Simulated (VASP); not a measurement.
## AlGa3N4: single point with PBEsol

The system is AlGa3N4.

```
Al Ga N
1.0
     4.24425    0.00000    0.00000
     0.00000    4.24425    0.00000
     0.00000    0.00000    4.46763
Al Ga N
1 3 4
Direct
  0.00000 0.00000 0.00000
  0.50000 0.50000 0.00000
  0.50000 0.00000 0.50000
  0.00000 0.50000 0.50000
  0.75503 0.75503 0.24497
  0.75503 0.24497 0.75503
  0.24497 0.75503 0.75503
  0.24497 0.24497 0.24497
```

This cell differs from its parent crystal: strain -0.050 along x and y, +0.000 along z.

```
Program                : VASP 6.6.1
Task                   : single point
Functional             : PBEsol
Potentials or basis    : VASP PAW PBE potentials, release 64 (Al, Ga_d, N)
Cutoff                 : 520 eV
k mesh                 : 6 × 6 × 6
Occupations            : gaussian, width 0.05 eV
Spin                   : no spin polarisation
Dipole correction      : no
Further INCAR settings : ALGO = Normal; EDIFF = 1e-06; NBANDS = 41
```

The pressure is 23.9 GPa, the largest force is 0.066 eV/Å and the band gap on the k mesh is 2.94 eV.

Forces on the atoms (eV/Å):
```
Al   0.000  0.000  0.000
Ga   0.000  0.000  0.000
Ga   0.000  0.000  0.000
Ga   0.000  0.000  0.000
N    0.034  0.034  0.045
N    0.034 -0.034 -0.045
N   -0.034  0.034 -0.045
N   -0.034 -0.034  0.045
```

Stress tensor (GPa, compression positive):
```
26.17  0.00  0.00
 0.00 26.17  0.00
 0.00  0.00 19.43
```

Levels at points of the mesh, in eV from the valence-band top:
```tsv
k point	band 27	band 28	band 29	band 30	band 31	band 32	band 33	band 34	band 35	band 36
(0.00, 0.00, 0.00)	-2.57	-2.57	-0.26	0.00	0.00	2.94	3.20	3.20	3.57	6.62
(0.50, 0.00, 0.00)	-2.84	-1.91	-1.80	-1.55	-1.44	5.22	5.34	6.43	6.47	8.29
(0.50, 0.50, 0.00)	-3.62	-0.94	-0.89	-0.89	-0.54	7.30	7.66	7.66	7.70	8.12
(0.00, 0.00, 0.50)	-3.17	-1.56	-1.56	-1.21	-1.21	5.14	5.17	5.99	5.99	8.57
(0.50, 0.00, 0.50)	-3.32	-1.34	-1.30	-1.20	-0.90	7.23	7.37	7.50	7.50	7.55
(0.50, 0.50, 0.50)	-1.16	-0.80	-0.80	-0.71	-0.61	5.52	5.52	5.57	6.70	9.37
```

Run time: 4.4 min on 1 thread of Intel Xeon 8259CL (shared host), peak memory 0.25 GiB.

Caveat: the cell differs from its parent crystal (strain -0.050 along x and y, +0.000 along z); the stress differs along the axes, from 19 to 26 GPa; the PAW data sets were made with another functional, which shifts forces and pressure a little.
